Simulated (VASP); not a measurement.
Here is a VASP 6.6.1 calculation.

Contents of POSCAR:

```
Hf
1.0
    3.1977331361      0.0000000000      0.0000000000
   -1.5988665680      2.7693181304      0.0000000000
    0.0000000000      0.0000000000      5.0472291987
Hf
2
Direct
    0.3333333333      0.6666666667      0.2500000000
    0.6666666667      0.3333333333      0.7500000000
```

The input INCAR.step1:

```
SYSTEM = Hf
ALGO = Normal
EDIFF = 1E-5
ENCUT = 550
GGA = PE
GGA_COMPAT = .False.
ISMEAR = 0
LASPH = .True.
LCHARG = .False.
LREAL = .False.
LWAVE = .True.
NBANDS = 17
NELM = 120
PREC = Accurate
SIGMA = 0.1
```

File INCAR.step2:

```
SYSTEM = Hf
ALGO = Normal
EDIFF = 1E-6
ENCUT = 550
GGA_COMPAT = .False.
ISIF = 2
ISMEAR = 0
ISTART = 1
LASPH = .True.
LCHARG = .True.
LELF = .True.
LMIXTAU = .True.
LREAL = .False.
LVHAR = .True.
LWAVE = .False.
METAGGA = R2SCAN
NBANDS = 17
NELM = 120
PREC = Accurate
SIGMA = 0.1
```

The input KPOINTS:

```
k-points
0
Gamma
  15 15 8
  0 0 0
```

Potentials or basis: VASP PAW PBE potentials, release 64 (Hf_pv).

Command:

```sh
$ cat potpaw_PBE.64/Hf_pv/POTCAR > POTCAR
$ cp INCAR.step1 INCAR
$ mpirun -np 1 vasp_std > vasp.out
$ cp INCAR.step2 INCAR
$ mpirun -np 1 vasp_std > vasp.out
```

Estimate the pressure.

-0.6 GPa.

What does it give for the band gap on the k mesh?

Zero (bands 10 and 11 overlap by 1.75 eV).

Stress tensor (GPa, compression positive):
```
-0.54  0.00  0.00
 0.00 -0.54  0.00
 0.00  0.00 -0.69
```

Caveat: the PAW data sets were made with another functional, which shifts forces and pressure a little; spin-orbit coupling is left out, which moves the levels of the heavy elements.
